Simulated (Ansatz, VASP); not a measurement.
## One calculation of S, two programs

File INCAR:

```
PREC     = Accurate       # precision mode
ENCUT    = 520            # plane-wave cutoff, eV
EDIFF    = 1E-6           # SCF threshold, eV
ISMEAR   = 0              # smearing method
SIGMA    = 0.1            # smearing width, eV
LREAL    = False          # projectors in reciprocal space
LASPH    = True           # aspherical terms in the spheres
NELM     = 60             # most SCF steps
ALGO     = Normal         # electronic algorithm
ISIF     = 2              # what is computed and relaxed
LWAVE    = False          # write WAVECAR
LCHARG   = False          # write CHGCAR
GGA      = PE             # functional
NBANDS   = 9              # bands
```

File KPOINTS:

```
Automatic mesh
0
Gamma
  18 18 10
```

The input POSCAR:

```
S
1.0
    2.3233450209      0.0000000000      0.0000000000
    0.0000000000      2.3233450209      0.0000000000
    0.0000000000      0.0000000000      4.3670837213
S
1
Direct
    0.0000000000      0.0000000000      0.0000000000
```

Input for Ansatz:

```yaml
crystal:
  lattice:
    - [2.3233450209, 0.0, 0.0]
    - [0.0, 2.3233450209, 0.0]
    - [0.0, 0.0, 4.3670837213]
  atoms:
    - { symbol: S, position: [0.0, 0.0, 0.0] }
basis:
  ecutwfc: 420
kpoints:
  mp_grid: { grid: [18, 18, 10] }
hamiltonian:
  xc: pbe
scf:
  occupations: { method: gaussian, width: 0.1 }
output:
  forces: true
  stress: true
  eigenvalues: true
```

Alike in both runs: task single point; functional PBE; k mesh 18 × 18 × 10; occupations gaussian, width 0.1 eV; no spin polarisation.

|  | VASP | Ansatz |
| --- | --- | --- |
| version | VASP 6.6.1 | Ansatz 0.2.0 |
| potentials or method | VASP PAW PBE potentials, release 64 (S), cutoff 520 eV | scalar-relativistic, plane waves, PAW |
| valence electrons in the cell | 6 | 6 |

|  | VASP | Ansatz | Ansatz less VASP |
| --- | --- | --- | --- |
| gap on the k mesh at the Fermi level (eV) | none | none | - |
| pressure (GPa) | 3.3 | 3.5 | +0.20 |
| traceless stress, the component that is largest in VASP (GPa) | -3.12 | -3.28 | -0.166 |

A gap of «none» marks a metal or a gap that the smearing closes. The functional is the same, so the differences come from potentials, cutoffs and numerics.
